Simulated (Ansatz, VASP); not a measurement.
C in VASP and in Ansatz

```xyz
16
Lattice="2.5021 0.0000 0.0000 -1.2510 2.1669 0.0000 0.0000 0.0000 16.5868" Properties=species:S:1:pos:R:3 pbc="T T T"
C     0.0000    0.0000    0.0094
C     0.0000    0.0000    1.5456
C     0.0000    1.4446    2.0637
C     0.0000    1.4446    3.6232
C     0.0000    0.0000    4.1451
C     0.0000    0.0000    5.7033
C     0.0000    1.4446    6.2252
C     0.0000    1.4446    7.7847
C     0.0000    0.0000    8.3028
C     0.0000    0.0000    9.8390
C     1.2510    0.7223   10.3571
C     1.2510    0.7223   11.9166
C     0.0000    0.0000   12.4385
C     0.0000    0.0000   13.9966
C     1.2510    0.7223   14.5186
C     1.2510    0.7223   16.0781
```

Alike in both runs: functional PBEsol; k mesh 12 × 12 × 2; occupations gaussian, width 0.02 eV; no spin polarisation.

Ansatz relaxed the structure, and its values are those at the end. VASP's run is a single point on that final structure, the one shown.

|  | VASP | Ansatz |
| --- | --- | --- |
| version | VASP 6.6.1 | Ansatz 0.2.0 |
| potentials or method | VASP PAW PBE potentials, release 64 (C), cutoff 520 eV | scalar-relativistic, plane waves, PAW |
| valence electrons in the cell | 64 | 64 |

```tsv
	VASP	Ansatz	Ansatz less VASP
gap on the k mesh at the Fermi level (eV)	4.10	4.11	+0.010
least direct gap on the mesh (eV)	5.08	5.08	+0.004
pressure (GPa)	1.1	0.0	-1.13
rms of the force components (eV/Å)	0.004	0.001	-0.0031
```

VASP's potentials were made for PBE, not for PBEsol. With one functional, cell and mesh, what is left measures potentials, basis and numerics.
